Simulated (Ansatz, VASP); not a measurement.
# Two plane-wave programs on Hf2TaN3

INCAR

```
SYSTEM = Hf2TaN3
PREC = Accurate ; ENCUT = 600
EDIFF = 1E-6 ; ISMEAR = 0
SIGMA = 0.1 ; LREAL = .False.
LASPH = .True. ; NELM = 100
ALGO = Normal ; ISIF = 3
LWAVE = .False. ; LCHARG = .False.
GGA = PE ; IBRION = 2
NSW = 90 ; EDIFFG = -0.04
```

The input KPOINTS:

```
Automatic mesh
0
Gamma
  6 6 2
  0 0 0
```

POSCAR

```
Hf2TaN3
1.0
    3.2853603600      0.0000000000      0.0000000000
    0.0000000000      3.2853603600      0.0000000000
    0.0000000000      0.0000000000      8.0086993900
Hf Ta N
2 1 3
Direct
    0.0000000000      0.0000000000      0.0094770000
    0.5000000000      0.5000000000      0.4938240100
    0.5000000000      0.5000000000      0.1658110000
    0.0000000000      0.0000000000      0.6709480300
    0.0000000000      0.0000000000      0.3257620000
    0.5000000000      0.5000000000      0.8341779700
```

Input for Ansatz:

```yaml
crystal:
  lattice:
    - [3.28536036, 0.0, 0.0]
    - [0.0, 3.28536036, 0.0]
    - [0.0, 0.0, 8.00869939]
  atoms:
    - { symbol: Hf, position: [0.0, 0.0, 0.009477] }
    - { symbol: Hf, position: [0.5, 0.5, 0.49382401] }
    - { symbol: Ta, position: [0.5, 0.5, 0.165811] }
    - { symbol: "N", position: [0.0, 0.0, 0.67094803] }
    - { symbol: "N", position: [0.0, 0.0, 0.325762] }
    - { symbol: "N", position: [0.5, 0.5, 0.83417797] }
basis:
  ecutwfc: 420
kpoints:
  mp_grid: { grid: [6, 6, 2] }
hamiltonian:
  xc: pbe
scf:
  occupations: { method: gaussian, width: 0.1 }
  lower_state_search: "off"
output:
  forces: true
  stress: true
  eigenvalues: true
relax:
  adjacent_minimum: "off"
  f_tol: 0.04
  max_steps: 70
  cell: { stress_tol: 0.4 }
```

Change from the starting cell: species swapped into the Dy2CuAg3 type (P4mm, No. 99).

Alike in both runs: task relaxation of cell and atoms; functional PBE; k mesh 6 × 6 × 2; occupations gaussian, width 0.1 eV; no spin polarisation.

```csv
,VASP,Ansatz
version,VASP 6.6.1,Ansatz 0.2.0
potentials or method,"VASP PAW PBE potentials, release 64 (Hf_pv, Ta_pv, N), cutoff 600 eV","scalar-relativistic, plane waves, PAW"
valence electrons in the cell,46,80
```

VASP gave:

```
gap on the k mesh at the Fermi level, each at its own relaxed structure (eV) : none
relaxed volume (Å³/atom)                                                     : 12.65
relaxed length of the cell vector where the two differ most in proportion (Å)              : 7.899
```

Task: What did Ansatz give for the same quantities?

Result: gap on the k mesh at the Fermi level, each at its own relaxed structure (eV): none; relaxed volume (Å³/atom): 12.74; relaxed length of the cell vector where the two differ most in proportion (Å): 7.924.

A gap of «none» marks a metal or a gap that the smearing closes. VASP's potentials hold 46 valence electrons a cell and Ansatz's 80, so a difference there can come from the potentials and not from the codes.

The k mesh is coarse, so the values compare programs but aren't converged. Spin-orbit coupling is off throughout.
